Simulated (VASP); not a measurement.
Wanted: the native input for a VASP 6.6.1 run.

* Task: relaxation of cell and atoms
* Functional: PBE
* Potentials or basis: VASP PAW PBE potentials, release 64 (Mg, S)
* Cutoff: 600 eV
* k mesh: 3 × 3 × 3
* Occupations: gaussian, width 0.2 eV
* Spin: no spin polarisation
* Dipole correction: no
* Further INCAR settings: ALGO = Normal; EDIFF = 1e-07; IBRION = 2; EDIFFG = -0.08; NSW = 36; ISIF = 3

The structure of Mg4S lies in POSCAR:

```
Mg4S
1.0
   -3.9821203100      3.9821203100      3.4314250500
    3.9821203100     -3.9821203100      3.4314250500
    3.9821203100      3.9821203100     -3.4314250500
Mg S
8 2
Direct
    0.9944984300      0.4944984300      0.1579287100
    0.3365697200      0.8365697200      0.8420712900
    0.4944984300      0.3365697200      0.5000000000
    0.8365697200      0.9944984300      0.5000000000
    0.1634302800      0.0055015700      0.5000000000
    0.5055015700      0.6634302800      0.5000000000
    0.6634302800      0.1634302800      0.1579287100
    0.0055015700      0.5055015700      0.8420712900
    0.7500000000      0.2500000000      0.5000000000
    0.2500000000      0.7500000000      0.5000000000
```

One way to write it, as run:

INCAR

```
PREC = Accurate
ENCUT = 600
EDIFF = 1E-7
ISMEAR = 0
SIGMA = 0.2
LREAL = False
LASPH = True
NELM = 80
ALGO = Normal
ISIF = 3
LWAVE = False
LCHARG = False
GGA = PE
IBRION = 2
NSW = 36
EDIFFG = -0.08
```

KPOINTS

```
Automatic mesh
0
Gamma
  3 3 3
```

Potentials or basis: VASP PAW PBE potentials, release 64 (Mg, S).

The run is started by

```console
$ cat potpaw_PBE.64/Mg/POTCAR potpaw_PBE.64/S/POTCAR > POTCAR
$ mpirun -np 1 vasp_std > vasp.out
```

Results of the run:

```yaml
Relaxed_volume: 45.67 Å³/atom
Relaxed_cell: a = 8.414 Å, b = 8.414 Å, c = 8.414 Å, α = 111.57°, β = 111.57°, γ = 105.35°
Space_group_after_relaxing_to_0.05_Å: I4/mcm (No. 140)
Energy_gained_by_relaxing: 1788.4 meV/atom
Ionic_steps: 15
Pressure_after_relaxing: -0.1 GPa
Largest_force_after_relaxing: 0.074 eV/Å
Band_gap_on_the_k_mesh: zero (band 14 reaches -0.17 eV, above the bottom of band 15 at -0.35 eV)
```

Caveat: the k points lie up to 0.31 Å⁻¹ apart in the final cell; the volume moved by over 15 % at a fixed basis, so the end points are rough; the relaxation stopped at a loose force limit of 0.08 eV/Å, so its end isn't a converged minimum.

Run time: 15 min on 1 thread of Intel(R) Xeon(R) Platinum 8259CL CPU @ 2.50GHz (Skylake/Cascade Lake) (shared host), peak memory 0.42 GiB.
